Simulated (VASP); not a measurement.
## BaZrO3: single point with PBE

BaZrO3:

```
Ba Zr O
1.0
     4.08382    0.00000    0.00000
     0.00000    4.08382    0.00000
     0.00000    0.00000    4.08382
Ba Zr O
1 1 3
Direct
  0.00000 0.00000 0.00000
  0.50000 0.50000 0.50000
  0.00000 0.50000 0.50000
  0.50000 0.00000 0.50000
  0.50000 0.50000 0.00000
```

```json
{"Program": "VASP 6.6.1", "Task": "single point", "Functional": "PBE", "Potentials or basis": "VASP PAW PBE potentials, release 64 (Ba_sv, Zr_sv, O)", "Cutoff": "520 eV", "k mesh": "6 × 6 × 6", "Occupations": "gaussian, width 0.01 eV", "Spin": "no spin polarisation", "Dipole correction": "no", "Further INCAR settings": "ALGO = Normal; EDIFF = 1e-06; NBANDS = 28"}
```

```yaml
Pressure: 20.9 GPa
Band_gap_on_the_k_mesh: 3.35 eV, indirect (least direct gap 3.46 eV)
```

Levels at points of the mesh, in eV from the valence-band top:
```tsv
k point	band 18	band 19	band 20	band 21	band 22	band 23
(0.00, 0.00, 0.00)	-0.11	-0.11	-0.11	3.35	3.35	3.35
(0.50, 0.00, 0.00)	-1.84	-0.31	-0.31	3.88	6.24	6.24
(0.50, 0.50, 0.00)	-0.91	-0.56	-0.09	6.19	6.19	6.90
(0.50, 0.50, 0.50)	0.00	0.00	0.00	6.29	6.29	6.29
```

Run time: 67 s on 1 thread of Intel Xeon 6975P-C, on a shared host, peak memory 0.19 GiB.

Caveat: spin-orbit coupling is left out, which moves the levels of the heavy elements. A k mesh can miss the band edges.
